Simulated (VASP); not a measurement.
VN2, 6 atoms in the cell. Symmetry: I4/mcm, No. 140, tetragonal system. Conventional cell: a = 4.546 Å, b = 4.546 Å, c = 4.458 Å, α = 90.00°, β = 90.00°, γ = 90.00°. V (site symmetry 422) has 8 N at 2.14 Å and 2 V at 2.23 Å within 2.8 Å. Within 1.9 Å of N (site symmetry m2m) lie 1 N at 1.46 Å.  This cell differs from its parent crystal: ratio of the length along z to the lengths across it x 0.85, volume and fractional coordinates fixed.

* Program: VASP 6.6.1
* Task: single point
* Functional: PBE
* Potentials or basis: VASP PAW PBE potentials, release 64 (V_sv, N)
* Cutoff: 520 eV
* k mesh: 18 × 18 × 18
* Occupations: gaussian, width 0.15 eV
* Spin: no spin polarisation
* Dipole correction: no
* Further INCAR settings: ALGO = Normal; EDIFF = 1e-07; NBANDS = 32

Potentials or basis: VASP PAW PBE potentials, release 64 (V_sv, N).

Command:

```bash
$ cat potpaw_PBE.64/V_sv/POTCAR potpaw_PBE.64/N/POTCAR > POTCAR
$ mpirun -np 1 vasp_std > vasp.out
```

Hardware: 1 thread of Intel(R) Xeon(R) Platinum 8488C (Sapphire Rapids), with other jobs on the host.

Q: How long does it take, and how much memory?

A: Wall time 7.2 min on 1 thread of Intel(R) Xeon(R) Platinum 8488C (Sapphire Rapids), with other jobs on the host, peak memory 0.6 GiB. Counts: scf iterations 15, k points 480.
